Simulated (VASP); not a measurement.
# Ga2O3 (R-3c) in VASP: notebook, part 2 of 2

VASP 6.6.1.

## (3) Single point, PBE

The input, INCAR:

```
  PREC = Accurate
  ENCUT = 600
  EDIFF = 1E-6
  ISMEAR = 0
  SIGMA = 0.01
  LREAL = F
  LASPH = T
  NELM = 120
  ALGO = Normal
  ISIF = 2
  LWAVE = F
  LCHARG = F
  GGA = PE
  NBANDS = 55
  GGA_COMPAT = F
```

The input, KPOINTS:

```
regular mesh
0
Gamma
  7 7 7
```

The input, POSCAR:

```
Ga2O3
1.0
    2.5289754454      1.4601046710      4.5413080058
   -2.5289754454      1.4601046710      4.5413080058
    0.0000000000     -2.9202092914      4.5413080220
Ga O
4 6
Direct
    0.8556819676      0.8556819676      0.8556819683
    0.6443180316      0.6443180316      0.6443180321
    0.1443180318      0.1443180318      0.1443180319
    0.3556819679      0.3556819679      0.3556819682
    0.7499999997      0.4463101677      0.0536898323
    0.4463101677      0.0536898319      0.7500000000
    0.0536898320      0.7499999997      0.4463101680
    0.2499999998      0.5536898317      0.9463101680
    0.9463101675      0.2499999998      0.5536898322
    0.5536898318      0.9463101675      0.2500000003
```

Potentials or basis: VASP PAW PBE potentials, release 64 (Ga_d, O).

On the command line:

```console
$ cat potpaw_PBE.64/Ga_d/POTCAR potpaw_PBE.64/O/POTCAR > POTCAR
$ mpirun -np 1 vasp_std > vasp.out
```

OUTCAR:

```text
PREC = Accurate
   ENCUT = 600
   EDIFF = 1E-6
   ISMEAR = 0
   LREAL = F
   LASPH = T
   NELM = 120
   ISIF = 2
   GGA = PE

 ion  position               nearest neighbor table
   1  0.856  0.856  0.856-  10 1.95   8 1.95   9 1.95   5 2.11   6 2.11   7 2.11   2 2.88
   2  0.644  0.644  0.644-  10 1.95   8 1.95   9 1.95   6 2.11   5 2.11   7 2.11   1 2.88
   3  0.144  0.144  0.144-   6 1.95   5 1.95   7 1.95   8 2.11  10 2.11   9 2.11   4 2.88
   4  0.356  0.356  0.356-   5 1.95   7 1.95   6 1.95   8 2.11  10 2.11   9 2.11   3 2.88
   5  0.750  0.446  0.054-   4 1.95   3 1.95   1 2.11   2 2.11
   6  0.446  0.054  0.750-   4 1.95   3 1.95   1 2.11   2 2.11
   7  0.054  0.750  0.446-   4 1.95   3 1.95   1 2.11   2 2.11
   8  0.250  0.554  0.946-   2 1.95   1 1.95   3 2.11   4 2.11
   9  0.946  0.250  0.554-   2 1.95   1 1.95   3 2.11   4 2.11
  10  0.554  0.946  0.250-   2 1.95   1 1.95   3 2.11   4 2.11

  LATTYP: Found a trigonal (rhomboedric) cell.
 ALAT       =     5.3991759424
 COS(alpha) =     0.5612023824

  Lattice vectors:

 A1 = (   2.5289754454,   1.4601046710,   4.5413080058)
 A2 = (  -2.5289754454,   1.4601046710,   4.5413080058)
 A3 = (   0.0000000000,  -2.9202092914,   4.5413080220)

Analysis of symmetry for initial positions (statically):
=====================================================================
 Subroutine PRICEL returns:
 Original cell was already a primitive cell.

 Routine SETGRP: Setting up the symmetry group for a
 trigonal (rhombohedral) supercell.

 Subroutine GETGRP returns: Found 12 space group operations
 (whereof  6 operations were pure point group operations)
 out of a pool of 12 trial point group operations.

The static configuration has the point symmetry S_6 .
 The point group associated with its full space group is D_3d.

Analysis of symmetry for dynamics (positions and initial velocities):
=====================================================================
 Subroutine PRICEL returns:
 Original cell was already a primitive cell.
[... 154 lines left out ...]
   LEPSILON=     F    determine dielectric tensor
   LRPA    =     F    only Hartree local field effects (RPA)
 non-spin polarized calculation
 Gauss-broadening in eV      SIGMA  =   0.01
  energy-cutoff  :      600.00
  volume of cell :      100.61
 maximum number of plane-waves:      3378
 NGX is ok and might be reduce to    48
   NGX = 21   NGY = 21   NGZ = 21

 number of electron      88.0000001 magnetization

 Free energy of the ion-electron system (eV)
  ---------------------------------------------------
  ext. energy  EPLUGINS =         0.00000000
  ---------------------------------------------------
  free energy    TOTEN  =       -59.40783170 eV

  energy without entropy =      -59.40783170  energy(sigma->0) =      -59.40783170

 E-fermi :   4.1527     XC(G=0): -11.9610

 val. band max:        4.0951696907   @ k =  -0.1429   0.1429   0.0000
 cond. band min:       6.4928247305   @ k =   0.0000   0.0000   0.0000
 fundamental gap:      2.3976550399
 Fermi energy:         4.1526771278

 k-point     1 :       0.0000    0.0000    0.0000
  band No.  band energies     occupation
      1     -14.5799      2.00000
      2     -12.7259      2.00000
      3     -12.7259      2.00000
      4     -12.6957      2.00000
      5     -12.6810      2.00000
      6     -12.6810      2.00000
[... 1381 lines left out ...]
     54      15.8220      0.00000
     55      16.1023      0.00000

 [... further k-points ...]

------------------------ aborting loop because EDIFF is reached ----------------------------------------

  FORCE on cell =-STRESS in cart. coord.  units (eV):
  Direction    XX          YY          ZZ          XY          YZ          ZX
  --------------------------------------------------------------------------------------
  -------------------------------------------------------------------------------------
  Total        0.4233466      0.4233466      0.4155688      0.0000000     -0.0000000      0.0000000
  in kB        6.7413349      6.7413349      6.6174812      0.0000000     -0.0000000      0.0000000
  external PRESSURE =       6.7000503 kB  Pullay stress =       0.0000000 kB

 VOLUME and BASIS-vectors are now :
 -----------------------------------------------------------------------------
  energy-cutoff  :      600.00
  volume of cell :      100.61
      direct lattice vectors                 reciprocal lattice vectors
     2.528975445  1.460104671  4.541308006     0.197708523  0.114147069  0.073400291
    -2.528975445  1.460104671  4.541308006    -0.197708523  0.114147069  0.073400291
     0.000000000 -2.920209291  4.541308022     0.000000000 -0.228294138  0.073400293

 POSITION                                       TOTAL-FORCE (eV/Angst)
 -----------------------------------------------------------------------------------
      0.00000      0.00000     11.65775        -0.000000      0.000000      0.025311
      0.00000      0.00000      8.77814        -0.000000     -0.000000     -0.025311
      0.00000      0.00000      1.96618        -0.000000     -0.000000     -0.025311
      0.00000      0.00000      4.84578        -0.000000      0.000000      0.025311
      0.76802      1.58995      5.67664        -0.020588      0.035659     -0.000000
      0.99293     -1.46010      5.67664         0.041176      0.000000      0.000000
     -1.76095     -0.12985      5.67664        -0.020588     -0.035659      0.000000
     -0.76802     -1.58995      7.94729         0.020588     -0.035659      0.000000
      1.76095      0.12985      7.94729         0.020588      0.035659     -0.000000
     -0.99293      1.46010      7.94729        -0.041176      0.000000      0.000000
 -----------------------------------------------------------------------------------
    total drift:                                0.000001      0.000007      0.000012

  FREE ENERGIE OF THE ION-ELECTRON SYSTEM (eV)
  ---------------------------------------------------
  free  energy   TOTEN  =       -59.4078316980 eV

  energy  without entropy=      -59.4078316980  energy(sigma->0) =      -59.40783170
```

OSZICAR:

```text
N       E                     dE             d eps       ncg     rms          rms(c)
DAV:   1     0.127676821729E+04    0.12768E+04   -0.43502E+04  5898   0.326E+03
DAV:   2     0.222211762333E+03   -0.10546E+04   -0.98887E+03  4864   0.878E+02
DAV:   3    -0.450882682686E+02   -0.26730E+03   -0.25904E+03  5621   0.277E+02
DAV:   4    -0.670835917856E+02   -0.21995E+02   -0.21736E+02  5978   0.845E+01
DAV:   5    -0.679183481228E+02   -0.83476E+00   -0.83302E+00  6419   0.170E+01    0.170E+01
DAV:   6    -0.593282225508E+02    0.85901E+01   -0.29004E+01  8629   0.581E+01    0.475E+00
DAV:   7    -0.594560654336E+02   -0.12784E+00   -0.27405E+00  5434   0.951E+00    0.326E+00
DAV:   8    -0.594375909791E+02    0.18474E-01   -0.48442E-01  7020   0.517E+00    0.129E+00
DAV:   9    -0.594066468928E+02    0.30944E-01   -0.16849E-01  7721   0.447E+00    0.194E-01
DAV:  10    -0.594076787057E+02   -0.10318E-02   -0.11296E-02  6887   0.102E+00    0.551E-02
DAV:  11    -0.594078152672E+02   -0.13656E-03   -0.14170E-03  5936   0.424E-01    0.264E-02
DAV:  12    -0.594078304778E+02   -0.15211E-04   -0.22270E-04  6064   0.126E-01    0.143E-02
DAV:  13    -0.594078321138E+02   -0.16360E-05   -0.24844E-05  6472   0.288E-02    0.397E-03
DAV:  14    -0.594078316980E+02    0.41584E-06   -0.20867E-06  4387   0.110E-02
   1 F= -.59407832E+02 E0= -.59407832E+02  d E =-.428259E-18
```

stdout:

```text
POSCAR found type information on POSCAR GaO
 POSCAR found :  2 types and      10 ions
 scaLAPACK will be used
 LDA part: xc-table for (Slater+PW92), standard interpolation
 POSCAR, INCAR and KPOINTS ok, starting setup
 FFT: planning ... GRIDC
 FFT: planning ... GRID_SOFT
 FFT: planning ... GRID
 WAVECAR not read
 entering main loop
```

Wall time 4 min (1 thread of Intel Xeon 6975P-C (Granite Rapids), shared host); peak memory 0.44 GiB.

What came out:

* Free energy: -59.4078 eV
* Pressure: 0.7 GPa
* Largest force: 0.041 eV/Å
* Band gap on the k mesh: 2.40 eV (least direct gap 2.63 eV)

Forces on the atoms (eV/Å):
```
Ga   0.000  0.000  0.025
Ga   0.000  0.000 -0.025
Ga   0.000  0.000 -0.025
Ga   0.000  0.000  0.025
O   -0.021  0.036  0.000
O    0.041  0.000  0.000
O   -0.021 -0.036  0.000
O    0.021 -0.036  0.000
O    0.021  0.036  0.000
O   -0.041  0.000  0.000
```

Levels at points of the mesh, in eV from the valence-band top:
| k point | band 41 | band 42 | band 43 | band 44 | band 45 | band 46 | band 47 | band 48 |
| --- | --- | --- | --- | --- | --- | --- | --- | --- |
| (0.00, 0.00, 0.00) | -0.31 | -0.30 | -0.23 | -0.23 | 2.40 | 6.31 | 6.58 | 8.53 |

## (4) Single point, PBE

The input, INCAR:

```
SYSTEM = Ga2O3
PREC = Accurate
ENCUT = 600
EDIFF = 1E-6
ISMEAR = -1
SIGMA = 0.01
LREAL = .FALSE.
LASPH = .TRUE.
NELM = 120
ALGO = Normal
ISIF = 2
LWAVE = .FALSE.
LCHARG = .FALSE.
GGA = PE
NBANDS = 55
GGA_COMPAT = .FALSE.
```

The input, KPOINTS:

```
Automatic mesh
0
G
  7 7 7
  0 0 0
```

POSCAR is that of step 3.

On the command line:

```console
$ cat potpaw_PBE.64/Ga_d/POTCAR potpaw_PBE.64/O/POTCAR > POTCAR
$ mpirun -np 1 vasp_std > vasp.out
```

It took 4.2 min on 1 thread of Intel Xeon 6975P-C (Granite Rapids), shared host; peak memory 0.44 GiB.

It converged, with:

```yaml
Free_energy: -59.4078 eV
Pressure: 0.7 GPa
Largest_force: 0.041 eV/Å
Band_gap_on_the_k_mesh: 2.40 eV (least direct gap 2.63 eV)
```

Forces on the atoms (eV/Å):
```
Ga   0.000  0.000  0.025
Ga   0.000  0.000 -0.025
Ga   0.000  0.000 -0.025
Ga   0.000  0.000  0.025
O   -0.021  0.036  0.000
O    0.041  0.000  0.000
O   -0.021 -0.036  0.000
O    0.021 -0.036  0.000
O    0.021  0.036  0.000
O   -0.041  0.000  0.000
```

Levels at points of the mesh, in eV from the valence-band top:
```tsv
k point	band 42	band 43	band 44	band 45	band 46	band 47
(0.00, 0.00, 0.00)	-0.30	-0.23	-0.23	2.40	6.31	6.58
```

A k mesh can miss the band edges.

## (5) The runs side by side

| k mesh | smearing | gap on the mesh (eV) | pressure (GPa) | largest force (eV/Å) |
| --- | --- | --- | --- | --- |
| 4 × 4 × 4 | fermi-dirac 0.01 eV | 2.43 | 0.6 | 0.04 |
| 7 × 7 × 7 | gaussian 0.01 eV | 2.40 | 0.7 | 0.04 |
| 7 × 7 × 7 | fermi-dirac 0.01 eV | 2.40 | 0.7 | 0.04 |

Alike in all rows: task single point; level PBE; potentials or basis VASP PAW PBE potentials, release 64 (Ga_d, O); no spin polarisation; cell as given; cutoff (eV) 600.

Total energies depend on the potentials used, so only differences within one code and one set of settings carry meaning.
